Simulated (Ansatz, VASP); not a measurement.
# One calculation of ZnO, two programs

Contents of INCAR:

```
SYSTEM = ZnO
PREC     = Accurate       ! precision mode
ENCUT    = 600            ! plane-wave cutoff, eV
EDIFF    = 1E-7           ! SCF threshold, eV
ISMEAR   = 0              ! smearing method
SIGMA    = 0.02           ! smearing width, eV
LREAL    = .FALSE.        ! projectors in reciprocal space
LASPH    = .TRUE.         ! aspherical terms in the spheres
NELM     = 120            ! most SCF steps
ALGO     = Normal         ! electronic algorithm
ISIF     = 3              ! what is computed and relaxed
LWAVE    = .FALSE.        ! write WAVECAR
LCHARG   = .FALSE.        ! write CHGCAR
GGA      = PS             ! functional
IBRION   = 2              ! ionic algorithm
NSW      = 100            ! ionic steps
EDIFFG   = -0.002         ! ionic threshold
GGA_COMPAT= .FALSE.      
NELMIN   = 4
```

Contents of KPOINTS:

```
regular mesh
0
G
  9 9 6
  0 0 0
```

POSCAR

```
ZnO
1.0
    3.2400000000      0.0000000000      0.0000000000
   -1.6200000000      2.8059223000      0.0000000000
    0.0000000000      0.0000000000      5.2200000000
Zn O
2 2
Direct
    0.3333333000      0.6666667000      0.0000000000
    0.6666667000      0.3333333000      0.5000000000
    0.3333333000      0.6666667000      0.3770000000
    0.6666667000      0.3333333000      0.8770000000
```

Input for Ansatz:

```yaml
crystal:
  lattice:
    - [3.24, 0.0, 0.0]
    - [-1.62, 2.8059223, 0.0]
    - [0.0, 0.0, 5.22]
  atoms:
    - { symbol: Zn, position: [0.3333333, 0.6666667, 0.0] }
    - { symbol: Zn, position: [0.6666667, 0.3333333, 0.5] }
    - { symbol: O, position: [0.3333333, 0.6666667, 0.377] }
    - { symbol: O, position: [0.6666667, 0.3333333, 0.877] }
basis:
  ecutwfc: 420
kpoints:
  mp_grid: { grid: [9, 9, 6] }
hamiltonian:
  xc: pbesol
  pseudopotentials: { kind: paw, azcp: { folder: soft_1 } }
scf:
  occupations: { method: gaussian, width: 0.02 }
output:
  forces: true
  stress: true
  eigenvalues: true
  write_density: true
  write_potential: true
  elf: true
  volumetric_format: npy
relax:
  adjacent_minimum: "off"
  f_tol: 0.002
  max_steps: 80
  cell: { stress_tol: 0.02 }
```

Alike in both runs: task relaxation of cell and atoms; functional PBEsol; k mesh 9 × 9 × 6; occupations gaussian, width 0.02 eV; no spin polarisation.

|  | VASP | Ansatz |
| --- | --- | --- |
| version | VASP 6.6.1 | Ansatz 0.2.0 |
| potentials or method | VASP PAW PBE potentials, release 64 (Zn, O), cutoff 600 eV | scalar-relativistic, plane waves, PAW |
| valence electrons in the cell | 36 | 36 |

|  | VASP | Ansatz | Ansatz less VASP |
| --- | --- | --- | --- |
| gap on the k mesh at the Fermi level, each at its own relaxed structure (eV) | 0.68 | 0.70 | +0.018 |
| relaxed volume (Å³/atom) | 11.84 | 11.79 | -0.055 |
| relaxed cell length with the largest relative difference (Å) | 5.224 | 5.216 | -0.0088 |

VASP's potentials were made for PBE, not for PBEsol, and Ansatz warns of the same on its side.
